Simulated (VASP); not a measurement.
# BN (Cm) in VASP: notebook, part 3 of 3

VASP 6.6.1. Earlier steps stand in the parts before.

### 6 Single point, r2SCAN (strain +0.0200 x Voigt [0, 1, 0, 0, 0, 0])

File POSCAR:

```
BN
1.0
    1.2511217832      0.7367822083      3.3729344033
   -1.2511217832      0.7367822083      3.3729344033
    0.0000000000     -1.4735644166      3.3729344033
B N
1 1
Direct
    0.9996712000      0.9996712000      0.9996712000
    0.3327618000      0.3327618000      0.3327618000
```

File INCAR.step1:

```
ALGO = Normal ; EDIFF = 1E-4
ENCUT = 520 ; GGA = PE
ISMEAR = 0 ; LASPH = True
LCHARG = False ; LREAL = False
LWAVE = True ; NBANDS = 11
NELM = 100 ; PREC = Accurate
SIGMA = 0.05
```

File INCAR.step2:

```
ALGO = Normal ; EDIFF = 1E-7
ENCUT = 520 ; ISIF = 2
ISMEAR = 0 ; ISTART = 1
LASPH = True ; LCHARG = False
LMIXTAU = True ; LREAL = False
LWAVE = False ; METAGGA = R2SCAN
NBANDS = 11 ; NELM = 100
PREC = Accurate ; SIGMA = 0.05
```

File KPOINTS:

```
k-points
0
Gamma
  12 12 12
```

Potentials or basis: VASP PAW PBE potentials, release 64 (B, N).

Launch:

```console
> cat potpaw_PBE.64/B/POTCAR potpaw_PBE.64/N/POTCAR > POTCAR
> cp INCAR.step1 INCAR
> mpirun -np 1 vasp_std > vasp.out
> cp INCAR.step2 INCAR
> mpirun -np 1 vasp_std > vasp.out
```

OUTCAR:

```text
EDIFF = 1E-7
   ENCUT = 520
   ISIF = 2
   ISMEAR = 0
   ISTART = 1
   LASPH = True
   LREAL = False
   METAGGA = R2SCAN
   NELM = 100
   PREC = Accurate

 ion  position               nearest neighbor table
   1  1.000  1.000  1.000-   2 1.45   2 1.45   2 1.47
   2  0.333  0.333  0.333-   1 1.45   1 1.45   1 1.47

  LATTYP: Found a base centered monoclinic cell.
 ALAT       =     4.4206932498
 B/A-ratio  =     0.5660296757
 C/A-ratio  =     0.8326231333
 COS(beta)  =    -0.4003411868

  Lattice vectors:

 A1 = (   1.2511217832,   2.2103466249,   0.0000000000)
 A2 = (  -1.2511217832,   2.2103466249,   0.0000000000)
 A3 = (   0.0000000000,  -1.4735644166,   3.3729344033)

Analysis of symmetry for initial positions (statically):
=====================================================================
 Subroutine PRICEL returns:
 Original cell was already a primitive cell.

 Routine SETGRP: Setting up the symmetry group for a
 base centered monoclinic supercell.

 Subroutine GETGRP returns: Found  2 space group operations
 (whereof  2 operations were pure point group operations)
 out of a pool of  4 trial point group operations.

The static configuration has the point symmetry C_1h.

Analysis of symmetry for dynamics (positions and initial velocities):
=====================================================================
 Subroutine PRICEL returns:
 Original cell was already a primitive cell.

 Routine SETGRP: Setting up the symmetry group for a
 base centered monoclinic supercell.

 Subroutine GETGRP returns: Found  2 space group operations
 (whereof  2 operations were pure point group operations)
 out of a pool of  4 trial point group operations.

The dynamic configuration has the point symmetry C_1h.

 Subroutine INISYM returns: Found  2 space group operations
 (whereof  2 operations are pure point group operations),
 and found     1 'primitive' translations

----------------------------------------------------------------------------------------

                                     Primitive cell

  volume of cell :      18.6551

  direct lattice vectors                    reciprocal lattice vectors
     1.251121783  0.736782208  3.372934403     0.399641351  0.226208864  0.098825916
    -1.251121783  0.736782208  3.372934403    -0.399641351  0.226208864  0.098825916
     0.000000000 -1.473564417  3.372934403     0.000000000 -0.452417729  0.098825916

  length of vectors
     3.672171051  3.672171051  3.680771465     0.469734203  0.469734203  0.463085697

  position of ions in fractional coordinates (direct lattice)
     0.999671200  0.999671200  0.999671200
     0.332761800  0.332761800  0.332761800

  ion indices of the primitive-cell ions
   primitive index   ion index
                 1           1
                 2           2

----------------------------------------------------------------------------------------

 KPOINTS: k-points

Automatic generation of k-mesh.
 Grid dimensions read from file:
 generate k-points for:   12   12   12

 Generating k-lattice:

  Cartesian coordinates                     Fractional coordinates (reciprocal lattice)
[... 22 lines left out ...]
  0.416667  0.000000 -0.000000      4.000000
[... 16 lines left out ...]
  0.500000  0.166667  0.000000      4.000000
 -0.416667  0.166667  0.000000      4.000000
 [... further k-points ...]
   k-points           NKPTS =    476   k-points in BZ     NKDIM =    476   number of bands    NBANDS=     11
   number of dos      NEDOS =    301   number of ions     NIONS =      2
   total plane-waves  NPLWV =  21952
   dimension x,y,z NGX =    28 NGY =   28 NGZ =   28
   dimension x,y,z NGXF=    56 NGYF=   56 NGZF=   56
   ions per type =               1   1
   NGX,Y,Z   is equivalent  to a cutoff of  12.68, 12.68, 12.65 a.u.
   NGXF,Y,Z  is equivalent  to a cutoff of  25.35, 25.35, 25.29 a.u.
 SYSTEM =  unknown system
   PREC   = accura    normal or accurate (medium, high low for compatibility)
   ISTART =      1    job   : 0-new  1-cont  2-samecut
   ICHARG =      0    charge: 1-file 2-atom 10-const
   ISPIN  =      1    spin polarized calculation?
   LNONCOLLINEAR =      F non collinear calculations
   LSORBIT =      F    spin-orbit coupling
   LASPH  =      T    aspherical Exc in radial PAW
   ENCUT  =  520.0 eV  38.22 Ry    6.18 a.u.   6.83  6.83  6.84*2*pi/ulx,y,z
   NELM   =    100;   NELMIN=  2; NELMDL=  0     # of ELM steps
   EDIFF  = 0.1E-06   stopping-criterion for ELM
   LREAL  =      F    real-space projection
   EDIFFG = 0.1E-05   stopping-criterion for IOM
   NSW    =      0    number of steps for IOM
   IBRION =     -1    ionic relax: 0-MD 1-quasi-New 2-CG
   NFREE  =      0    steps in history (QN), initial steepest desc. (CG)
   ISIF   =      2    stress and relaxation
   ISYM   =      2    0-nonsym 1-usesym 2-fastsym
   POTIM  = 0.5000    time-step for ionic-motion
   TEBEG  =    0.0;   TEEND  =   0.0 temperature during run
   PSTRESS=    0.0 pullay stress
   NELECT =       8.0000    total number of electrons
   NUPDOWN=      -1.0000    fix difference up-down
   EMIN   =  10.00;   EMAX   =-10.00  energy-range for DOS
   EFERMI =   0.00;   METHOD = LEGACY
   ISMEAR =     0;   SIGMA  =   0.05  broadening in eV -4-tet -1-fermi 0-gaus
   EFERMI_NEDOS =   21; number of points for ismear=-14 and -15
   IALGO  =     38    algorithm
   IMIX   =      4    mixing-type and parameters
     AMIX     =   0.40;   BMIX     =  1.00
     AMIX_MAG =   1.60;   BMIX_MAG =  1.00
  volume/ion in A,a.u.               =       9.33        62.95
  Fermi-wavevector in a.u.,A,eV,Ry     =   1.234541  2.332944 20.736526  1.524092
  Thomas-Fermi vector in A             =   2.369227
   LORBIT       =      0    0 simple, 1 ext, 2 COOP (PROOUT), +10 PAW based schemes
   METAGGA = R2SCAN    functional components
   LHFCALC =     F    Hartree Fock is set to
   AEXX    =    0.0000 exact exchange contribution
   IVDW    =     0    specifies the selected vdW correction
   LEPSILON=     F    determine dielectric tensor
   LRPA    =     F    only Hartree local field effects (RPA)
 non-spin polarized calculation
 Gauss-broadening in eV      SIGMA  =   0.05
  energy-cutoff  :      520.00
  volume of cell :       18.66
 maximum number of plane-waves:       519
   NGX = 13   NGY = 13   NGZ = 13

 number of electron       7.9999999 magnetization

 Free energy of the ion-electron system (eV)
  ---------------------------------------------------
  ext. energy  EPLUGINS =         0.00000000
  ---------------------------------------------------
  free energy    TOTEN  =       -19.27819126 eV

  energy without entropy =      -19.27819126  energy(sigma->0) =      -19.27819126

 E-fermi :   2.0395     XC(G=0): -10.5731

 val. band max:        1.7687730576   @ k =  -0.1667   0.1667   0.5000
 cond. band min:       6.4646006666   @ k =   0.5000   0.5000  -0.0000
 fundamental gap:      4.6958276089
 Fermi energy:         2.0394716487

 k-point     1 :       0.0000    0.0000    0.0000
  band No.  band energies     occupation
      1     -16.8422      2.00000
      2      -2.3646      2.00000
      3       0.3630      2.00000
      4       0.4604      2.00000
      5       7.2855      0.00000
      6      13.6849      0.00000
      7      14.1548      0.00000
      8      15.8131      0.00000
      9      16.9473      0.00000
     10      28.7179      0.00000
     11      30.6240      0.00000
[... 309 lines left out ...]
 k-point    24 :      -0.4167    0.1667    0.0000
  band No.  band energies     occupation
      1     -13.3683      2.00000
      2      -7.0368      2.00000
      3      -3.8676      2.00000
      4       1.4934      2.00000
      5       7.5496      0.00000
      6      13.6495      0.00000
      7      15.8430      0.00000
      8      16.7355      0.00000
      9      20.1496      0.00000
     10      23.5453      0.00000
     11      25.9011      0.00000

 [... further k-points ...]

------------------------ aborting loop because EDIFF is reached ----------------------------------------

  FORCE on cell =-STRESS in cart. coord.  units (eV):
  Direction    XX          YY          ZZ          XY          YZ          ZX
  --------------------------------------------------------------------------------------
  -------------------------------------------------------------------------------------
  Total       -0.3532857     -2.0244386      0.0172808      0.0000000      0.0066541      0.0000000
  in kB      -30.3416251   -173.8670642      1.4841453      0.0000000      0.5714802      0.0000000
  external PRESSURE =     -67.5748480 kB  Pullay stress =       0.0000000 kB

 VOLUME and BASIS-vectors are now :
 -----------------------------------------------------------------------------
  energy-cutoff  :      520.00
  volume of cell :       18.66
      direct lattice vectors                 reciprocal lattice vectors
     1.251121783  0.736782208  3.372934403     0.399641351  0.226208864  0.098825916
    -1.251121783  0.736782208  3.372934403    -0.399641351  0.226208864  0.098825916
     0.000000000 -1.473564417  3.372934403     0.000000000 -0.452417729  0.098825916

 POSITION                                       TOTAL-FORCE (eV/Angst)
 -----------------------------------------------------------------------------------
      0.00000      0.00000     10.11548         0.000000      0.178628     -0.006334
      0.00000      0.00000      3.36715         0.000000     -0.178628      0.006334
 -----------------------------------------------------------------------------------
    total drift:                               -0.000000     -0.000037      0.000177

  FREE ENERGIE OF THE ION-ELECTRON SYSTEM (eV)
  ---------------------------------------------------
  free  energy   TOTEN  =       -19.2781912577 eV

  energy  without entropy=      -19.2781912577  energy(sigma->0) =      -19.27819126
```

OUTCAR.step1:

```text
EDIFF = 1E-4
   ENCUT = 520
   GGA = PE
   ISMEAR = 0
   LASPH = True
[... 559 lines left out ...]
 -----------------------------------------------------------------------------------
      0.00000      0.00000     10.11548         0.000000      0.195909     -0.001370
      0.00000      0.00000      3.36715         0.000000     -0.195909      0.001370
 -----------------------------------------------------------------------------------
    total drift:                               -0.000000     -0.000746      0.000020

  FREE ENERGIE OF THE ION-ELECTRON SYSTEM (eV)
  ---------------------------------------------------
  free  energy   TOTEN  =       -17.5712162276 eV

  energy  without entropy=      -17.5712162276  energy(sigma->0) =      -17.57121623
```

It took 4.5 min on 1 thread of Intel Xeon 6975P-C (Granite Rapids), shared host; peak memory 0.22 GiB.

What came out:

```yaml
Free_energy: -19.2782 eV
Pressure: -6.8 GPa
Largest_force: 0.179 eV/Å
Band_gap_on_the_k_mesh: 4.70 eV (least direct gap 5.31 eV)
```

Forces on the atoms (eV/Å):
```
B    0.000  0.179 -0.006
N    0.000 -0.179  0.006
```

Caveat: the cell differs from its parent crystal (strain +0.0200 x Voigt [0, 1, 0, 0, 0, 0]); the stress differs along the axes, from -17 to 0 GPa; the PAW data sets were made with another functional, which shifts forces and pressure a little.

### 7 The runs side by side

```csv
cell,gap on the mesh (eV),pressure (GPa),largest force (eV/Å)
"a = 3.666, b = 3.666, c = 3.658 Å, angles 39.3, 39.3, 39.9°, 2 atoms",4.84,7.8,0.30
"a = 3.668, b = 3.668, c = 3.664 Å, angles 39.6, 39.6, 39.9°, 2 atoms",4.84,3.8,0.14
"a = 3.670, b = 3.670, c = 3.672 Å, angles 40.0, 40.0, 39.9°, 2 atoms",4.80,-1.7,0.06
"a = 3.671, b = 3.671, c = 3.678 Å, angles 40.3, 40.3, 39.8°, 2 atoms",4.73,-5.1,0.14
"a = 3.672, b = 3.672, c = 3.681 Å, angles 40.4, 40.4, 39.8°, 2 atoms",4.70,-6.8,0.18
```

Alike in all rows: task single point; level r2SCAN; potentials or basis VASP PAW PBE potentials, release 64 (B, N); no spin polarisation; k mesh 12 × 12 × 12; cutoff (eV) 520; smearing gaussian 0.05 eV.

Caveats: the PAW data sets were made with another functional, which shifts forces and pressure a little; the stress differs along the axes, from 0 to 20 GPa (at least some runs); the stress differs along the axes, from 0 to 10 GPa (at least some runs); the stress differs along the axes, from -13 to 0 GPa (at least some runs); the stress differs along the axes, from -17 to 0 GPa (at least some runs).

Absolute energies hang on the potentials; compare differences alone.
